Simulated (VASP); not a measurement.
# Sc (R-3m) in VASP: a series of runs, part 2 of 3

VASP 6.6.1. The steps go on from the part before.

## Step 3: Electric field gradients, LDA (shortest bond scaled by 0.7)

INCAR reads:

```
SYSTEM = Sc
  ALGO = Normal
  EDIFF = 1E-8
  ENCUT = 520
  GGA = CA
  ISIF = 2
  ISMEAR = -1
  LASPH = .TRUE.
  LCHARG = .FALSE.
  LEFG = .TRUE.
  LREAL = .FALSE.
  LWAVE = .FALSE.
  NBANDS = 18
  NELM = 80
  PREC = Accurate
  SIGMA = 0.05
```

KPOINTS reads:

```
k-points
0
G
  8 8 8
  0 0 0
```

POSCAR reads:

```
Sc
1.0
    0.0000000000      3.1385914680      3.1385914680
    3.1385914680      0.0000000000      3.1385914680
    3.1385914680      3.1385914680      0.0000000000
Sc
2
Direct
   -0.2375000000     -0.0875000000     -0.0875000000
    0.2375000000      0.0875000000      0.0875000000
```

Potentials or basis: VASP PAW LDA potentials, release 64 (Sc_sv).

Started as:

```bash
$ cat potpaw_LDA.64/Sc_sv/POTCAR > POTCAR
$ mpirun -np 1 vasp_std > vasp.out
```

OUTCAR:

```text
SYSTEM = Sc
   EDIFF = 1E-8
   ENCUT = 520
   GGA = CA
   ISIF = 2
   ISMEAR = -1
   LASPH = .TRUE.
   LREAL = .FALSE.
   NELM = 80
   PREC = Accurate

 ion  position               nearest neighbor table
   1  0.763  0.913  0.913-   2 1.90   2 3.09   2 3.09   2 3.09
   2  0.237  0.087  0.087-   1 1.90   1 3.09   1 3.09   1 3.09

  LATTYP: Found a face centered cubic cell.
 ALAT       =     6.2771829360

  Lattice vectors:

 A1 = (   0.0000000000,   3.1385914680,   3.1385914680)
 A2 = (   3.1385914680,   0.0000000000,   3.1385914680)
 A3 = (   3.1385914680,   3.1385914680,   0.0000000000)

Analysis of symmetry for initial positions (statically):
=====================================================================
 Subroutine PRICEL returns:
 Original cell was already a primitive cell.

 Routine SETGRP: Setting up the symmetry group for a
 face centered cubic supercell.

 Subroutine GETGRP returns: Found 12 space group operations
 (whereof  4 operations were pure point group operations)
 out of a pool of 48 trial point group operations.

The static configuration has the point symmetry C_2h.
 The point group associated with its full space group is D_3d.

Analysis of symmetry for dynamics (positions and initial velocities):
=====================================================================
 Subroutine PRICEL returns:
 Original cell was already a primitive cell.

 Routine SETGRP: Setting up the symmetry group for a
 face centered cubic supercell.

 Subroutine GETGRP returns: Found 12 space group operations
 (whereof  4 operations were pure point group operations)
 out of a pool of 48 trial point group operations.

The dynamic configuration has the point symmetry C_2h.
 The point group associated with its full space group is D_3d.

 Subroutine INISYM returns: Found 12 space group operations
 (whereof  4 operations are pure point group operations),
 and found     1 'primitive' translations

----------------------------------------------------------------------------------------

                                     Primitive cell

  volume of cell :      61.8350

  direct lattice vectors                    reciprocal lattice vectors
     0.000000000  3.138591468  3.138591468    -0.159307130  0.159307130  0.159307130
     3.138591468  0.000000000  3.138591468     0.159307130 -0.159307130  0.159307130
     3.138591468  3.138591468  0.000000000     0.159307130  0.159307130 -0.159307130

  length of vectors
     4.438638621  4.438638621  4.438638621     0.275928044  0.275928044  0.275928044

  position of ions in fractional coordinates (direct lattice)
     0.762500000  0.912500000  0.912500000
     0.237500000  0.087500000  0.087500000

  ion indices of the primitive-cell ions
   primitive index   ion index
                 1           1
                 2           2

----------------------------------------------------------------------------------------

 KPOINTS: k-points

Automatic generation of k-mesh.
 Grid dimensions read from file:
 generate k-points for:    8    8    8
[... 66 lines left out ...]
   EDIFFG = 0.1E-06   stopping-criterion for IOM
   NSW    =      0    number of steps for IOM
   IBRION =     -1    ionic relax: 0-MD 1-quasi-New 2-CG
   NFREE  =      0    steps in history (QN), initial steepest desc. (CG)
   ISIF   =      2    stress and relaxation
   ISYM   =      2    0-nonsym 1-usesym 2-fastsym
   POTIM  = 0.5000    time-step for ionic-motion
   TEBEG  =    0.0;   TEEND  =   0.0 temperature during run
   PSTRESS=    0.0 pullay stress
   NELECT =      22.0000    total number of electrons
   NUPDOWN=      -1.0000    fix difference up-down
   EMIN   =  10.00;   EMAX   =-10.00  energy-range for DOS
   EFERMI =   0.00;   METHOD = LEGACY
   ISMEAR =    -1;   SIGMA  =   0.05  broadening in eV -4-tet -1-fermi 0-gaus
   EFERMI_NEDOS =   21; number of points for ismear=-14 and -15
   IALGO  =     38    algorithm
   IMIX   =      4    mixing-type and parameters
     AMIX     =   0.40;   BMIX     =  1.00
     AMIX_MAG =   1.60;   BMIX_MAG =  1.00
  volume/ion in A,a.u.               =      30.92       208.64
  Fermi-wavevector in a.u.,A,eV,Ry     =   1.160035  2.192147 18.309091  1.345680
  Thomas-Fermi vector in A             =   2.296621
   LORBIT       =      0    0 simple, 1 ext, 2 COOP (PROOUT), +10 PAW based schemes
   GGA     = CA    functional components
   LHFCALC =     F    Hartree Fock is set to
   AEXX    =    0.0000 exact exchange contribution
   IVDW    =     0    specifies the selected vdW correction
   LEPSILON=     F    determine dielectric tensor
   LRPA    =     F    only Hartree local field effects (RPA)
 non-spin polarized calculation
  energy-cutoff  :      520.00
  volume of cell :       61.83
 maximum number of plane-waves:      1687
 NGX is ok and might be reduce to    36
   NGX = 17   NGY = 17   NGZ = 17

 number of electron      22.0000001 magnetization

 Free energy of the ion-electron system (eV)
  ---------------------------------------------------
  ext. energy  EPLUGINS =         0.00000000
  ---------------------------------------------------
  free energy    TOTEN  =        -8.32384216 eV

  energy without entropy =       -8.28256364  energy(sigma->0) =       -8.30320290

 E-fermi :   1.6335     XC(G=0):  -8.8275

 val. band max:        1.6235502745   @ k =   0.2500   0.1250   0.5000
 cond. band min:       1.6336988640   @ k =  -0.2500   0.1250   0.0000
 fundamental gap:      0.0101485895
 Fermi energy:         1.6335231267

 k-point     1 :       0.0000    0.0000    0.0000
  band No.  band energies     occupation
      1     -47.4769      2.00000
      2     -45.6224      2.00000
      3     -28.1010      2.00000
      4     -25.9373      2.00000
      5     -25.9373      2.00000
      6     -25.0648      2.00000
[... 481 lines left out ...]
      5     -25.9439      2.00000
      6     -25.0635      2.00000
[... 10 lines left out ...]
     17       5.5334      0.00000
     18       5.7243      0.00000

 [... further k-points ...]
[... 5 lines left out ...]
  --------------------------------------------------------------------------------------
  -------------------------------------------------------------------------------------
  Total        1.9487764      1.9487764      1.9487764     -5.3586546      5.3586546     -5.3586546
  in kB       50.4938193     50.4938193     50.4938193   -138.8455565    138.8455565   -138.8455565
  external PRESSURE =      50.4938193 kB  Pullay stress =       0.0000000 kB

 VOLUME and BASIS-vectors are now :
 -----------------------------------------------------------------------------
  energy-cutoff  :      520.00
  volume of cell :       61.83
      direct lattice vectors                 reciprocal lattice vectors
     0.000000000  3.138591468  3.138591468    -0.159307130  0.159307130  0.159307130
     3.138591468  0.000000000  3.138591468     0.159307130 -0.159307130  0.159307130
     3.138591468  3.138591468  0.000000000     0.159307130  0.159307130 -0.159307130

 POSITION                                       TOTAL-FORCE (eV/Angst)
 -----------------------------------------------------------------------------------
      5.72793      5.25714      5.25714        -4.032311      4.032311      4.032311
      0.54925      1.02004      1.02004         4.032311     -4.032311     -4.032311
 -----------------------------------------------------------------------------------
    total drift:                               -0.000000      0.000000     -0.000000

  FREE ENERGIE OF THE ION-ELECTRON SYSTEM (eV)
  ---------------------------------------------------
  free  energy   TOTEN  =        -8.3238421600 eV

  energy  without entropy=       -8.2825636376  energy(sigma->0) =       -8.30320290

 Electric field gradients (V/A^2)
---------------------------------------------------------------------
 ion       V_xx      V_yy      V_zz      V_xy      V_xz      V_yz
---------------------------------------------------------------------
   1       0.000    -0.000    -0.000     5.990     5.990    -5.991
   2       0.000    -0.000    -0.000     5.990     5.990    -5.991
---------------------------------------------------------------------

 Electric field gradients after diagonalization (V/A^2)
 (convention: |V_zz| > |V_xx| > |V_yy|)
----------------------------------------------------------------------
 ion       V_xx      V_yy      V_zz     asymmetry (V_yy - V_xx)/ V_zz
----------------------------------------------------------------------
   1       5.991     5.990   -11.981       0.000
   2       5.991     5.990   -11.981       0.000
----------------------------------------------------------------------

           NMR quadrupolar parameters

 Cq : quadrupolar parameter    Cq=e*Q*V_zz/h
 eta: asymmetry parameters     (V_yy - V_xx)/ V_zz
 Q  : nuclear electric quadrupole moment in mb (millibarn)
----------------------------------------------------------------------
 ion       Cq(MHz)       eta       Q (mb)
----------------------------------------------------------------------
   1      -0.029       0.000       1.000
   2      -0.029       0.000       1.000
----------------------------------------------------------------------
```

stdout:

```text
POSCAR found type information on POSCAR Sc
 POSCAR found :  1 types and       2 ions
 scaLAPACK will be used
 LDA part: xc-table for (Slater(with rela. corr.)+CA(PZ))
 , standard interpolation
 POSCAR, INCAR and KPOINTS ok, starting setup
 FFT: planning ... GRIDC
 FFT: planning ... GRID_SOFT
 FFT: planning ... GRID
 WAVECAR not read
 entering main loop
ion   1

ion   2
```

It took 2.1 min on 1 thread of Intel Xeon 8259CL, shared host; peak memory 0.2 GiB.

What came out:

```
Free energy            : -8.3238 eV
Pressure               : 5.0 GPa
Largest force          : 6.984 eV/Å
Band gap on the k mesh : zero (band 11 reaches 1.90 eV, above the bottom of band 12 at 1.30 eV)
```

Forces in eV/Å, atoms in the order of the input:
```
Sc  -4.032  4.032  4.032
Sc   4.032 -4.032 -4.032
```

Electric field gradients, principal values (V/Å²):
| atom | least | middle | greatest (by size) |
| --- | --- | --- | --- |
| 1 Sc | 5.990 | 5.991 | -11.981 |
| 2 Sc | 5.990 | 5.991 | -11.981 |

Caveat: the cell differs from its parent crystal (shortest bond scaled by 0.7); without QUAD_EFG the Cq values of the log hold for a quadrupole moment of 1 mb, not for the nuclei; forces of over 1 eV/Å act on the atoms, so gaps and moduli don't describe the material at rest.

## Step 4: Electric field gradients, LDA (shortest bond scaled by 0.64)

INCAR reads:

```
SYSTEM = Sc
PREC = Accurate
ENCUT = 520
EDIFF = 1E-8
ISMEAR = -1
SIGMA = 0.05
LREAL = .FALSE.
LASPH = .TRUE.
NELM = 60
ALGO = Normal
ISIF = 2
LWAVE = .FALSE.
LCHARG = .FALSE.
LEFG = .TRUE.
NBANDS = 18
```

KPOINTS reads:

```
regular mesh
0
G
  8 8 8
  0 0 0
```

POSCAR reads:

```
Sc
1.0
    0.0000000000      3.1385914680      3.1385914680
    3.1385914680      0.0000000000      3.1385914680
    3.1385914680      3.1385914680      0.0000000000
Sc
2
Direct
   -0.2600000000     -0.0800000000     -0.0800000000
    0.2600000000      0.0800000000      0.0800000000
```

Potentials or basis: VASP PAW LDA potentials, release 64 (Sc_sv).

Started as:

```bash
$ cat potpaw_LDA.64/Sc_sv/POTCAR > POTCAR
$ mpirun -np 1 vasp_std > vasp.out
```

OUTCAR:

```text
SYSTEM = Sc
   PREC = Accurate
   ENCUT = 520
   EDIFF = 1E-8
   ISMEAR = -1
   LREAL = .FALSE.
   LASPH = .TRUE.
   NELM = 60
   ISIF = 2

 ion  position               nearest neighbor table
   1  0.740  0.920  0.920-   2 1.74   2 3.18   2 3.18   2 3.18
   2  0.260  0.080  0.080-   1 1.74   1 3.18   1 3.18   1 3.18

  LATTYP: Found a face centered cubic cell.
 ALAT       =     6.2771829360

  Lattice vectors:

 A1 = (   0.0000000000,   3.1385914680,   3.1385914680)
 A2 = (   3.1385914680,   0.0000000000,   3.1385914680)
 A3 = (   3.1385914680,   3.1385914680,   0.0000000000)
[... 718 lines left out ...]
  free  energy   TOTEN  =        -6.4795059556 eV

  energy  without entropy=       -6.4354397480  energy(sigma->0) =       -6.45747285

 Electric field gradients (V/A^2)
---------------------------------------------------------------------
 ion       V_xx      V_yy      V_zz      V_xy      V_xz      V_yz
---------------------------------------------------------------------
   1       0.000    -0.000    -0.000    34.548    34.548   -34.549
   2       0.000    -0.000    -0.000    34.548    34.548   -34.549
---------------------------------------------------------------------

 Electric field gradients after diagonalization (V/A^2)
 (convention: |V_zz| > |V_xx| > |V_yy|)
----------------------------------------------------------------------
 ion       V_xx      V_yy      V_zz     asymmetry (V_yy - V_xx)/ V_zz
----------------------------------------------------------------------
   1      34.549    34.547   -69.096       0.000
   2      34.549    34.547   -69.096       0.000
----------------------------------------------------------------------

           NMR quadrupolar parameters

 Cq : quadrupolar parameter    Cq=e*Q*V_zz/h
 eta: asymmetry parameters     (V_yy - V_xx)/ V_zz
 Q  : nuclear electric quadrupole moment in mb (millibarn)
----------------------------------------------------------------------
 ion       Cq(MHz)       eta       Q (mb)
----------------------------------------------------------------------
   1      -0.167       0.000       1.000
   2      -0.167       0.000       1.000
----------------------------------------------------------------------
```

stdout:

```text
POSCAR found type information on POSCAR Sc
 POSCAR found :  1 types and       2 ions
 scaLAPACK will be used
 LDA part: xc-table for (Slater(with rela. corr.)+CA(PZ))
 , standard interpolation
 POSCAR, INCAR and KPOINTS ok, starting setup
 FFT: planning ... GRIDC
 FFT: planning ... GRID_SOFT
 FFT: planning ... GRID
 WAVECAR not read
 entering main loop
ion   1

ion   2
```

It took 2 min on 1 thread of Intel Xeon 8259CL, shared host; peak memory 0.2 GiB.

Results:

- Free energy: -6.4795 eV
- Pressure: 17.9 GPa
- Largest force: 16.808 eV/Å
- Band gap on the k mesh: zero (band 11 reaches 1.78 eV, above the bottom of band 12 at 1.14 eV)

Forces on the atoms (eV/Å):
```
Sc  -9.704  9.704  9.704
Sc   9.704 -9.704 -9.704
```

Stress tensor (GPa, compression positive):
```
 17.86 -26.57 -26.57
-26.57  17.86  26.57
-26.57  26.57  17.86
```

Electric field gradients, principal values (V/Å²):
```tsv
atom	least	middle	greatest (by size)
1 Sc	34.547	34.549	-69.096
2 Sc	34.547	34.549	-69.096
```

Caveat: the cell differs from its parent crystal (shortest bond scaled by 0.64); without QUAD_EFG the Cq values of the log hold for a quadrupole moment of 1 mb, not for the nuclei; forces of over 1 eV/Å act on the atoms, so gaps and moduli don't describe the material at rest.

[end of part 2 of 3]
